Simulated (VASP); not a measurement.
W, 1 atom in the cell. Symmetry: Im-3m, No. 229, cubic system. Conventional cell: a = 3.227 Å, b = 3.227 Å, c = 3.227 Å, α = 90.00°, β = 90.00°, γ = 90.00°. Within 3.7 Å of W (site symmetry m-3m) lie 14 W at 2.79 to 3.23 Å. 

- Program: VASP 6.6.1
- Task: single point
- Functional: r2SCAN
- Dispersion: rVV10
- Potentials or basis: VASP PAW PBE potentials, release 64 (W_sv)
- Cutoff: 520 eV
- k mesh: 12 × 12 × 12
- Occupations: fermi-dirac, width 0.05 eV
- Spin: no spin polarisation
- Dipole correction: no
- Further INCAR settings: ALGO = Normal; EDIFF = 1e-06; NBANDS = 13

Potentials or basis: VASP PAW PBE potentials, release 64 (W_sv).

Run with:

```console
$ cat potpaw_PBE.64/W_sv/POTCAR > POTCAR
$ cp INCAR.step1 INCAR
$ mpirun -np 1 vasp_std > vasp.out
$ cp INCAR.step2 INCAR
$ mpirun -np 1 vasp_std > vasp.out
```

Hardware: 1 thread of Intel(R) Xeon(R) Platinum 8259CL CPU @ 2.50GHz (Skylake/Cascade Lake), with other jobs on the host.

Question: How long does it take, and how much memory?

Answer: Run time: 58 s on 1 thread of Intel(R) Xeon(R) Platinum 8259CL CPU @ 2.50GHz (Skylake/Cascade Lake), on a shared host, peak memory 0.22 GiB. Counts: k points 72.
